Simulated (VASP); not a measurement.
Here is a VASP 6.6.1 calculation.

The input INCAR:

```
SYSTEM = Na
ALGO     = Normal         ! electronic algorithm
EDIFF    = 1E-6           ! SCF threshold, eV
ENCUT    = 500            ! plane-wave cutoff, eV
GGA      = PS             ! functional
GGA_COMPAT= .FALSE.      
ISIF     = 2              ! what is computed and relaxed
ISMEAR   = 0              ! smearing method
LASPH    = .TRUE.         ! aspherical terms in the spheres
LCHARG   = .FALSE.        ! write CHGCAR
LREAL    = .FALSE.        ! projectors in reciprocal space
LWAVE    = .FALSE.        ! write WAVECAR
NBANDS   = 10             ! bands
NELM     = 120            ! most SCF steps
PREC     = Accurate       ! precision mode
SIGMA    = 0.1            ! smearing width, eV
```

File KPOINTS:

```
k-points
0
G
  8 8 8
  0 0 0
```

Contents of POSCAR:

```
Na
1.0
   -2.1040267987      2.1040267987      2.1040267987
    2.1040267987     -2.1040267987      2.1040267987
    2.1040267987      2.1040267987     -2.1040267987
Na
1
Direct
    0.0000000000      0.0000000000      0.0000000000
```

Potentials or basis: VASP PAW PBE potentials, release 64 (Na_pv).

Run with:

```sh
$ cat potpaw_PBE.64/Na_pv/POTCAR > POTCAR
$ mpirun -np 1 vasp_std > vasp.out
```

Estimate the pressure.

-0.2 GPa.

Caveat: the PAW data sets were made with another functional, which shifts forces and pressure a little.
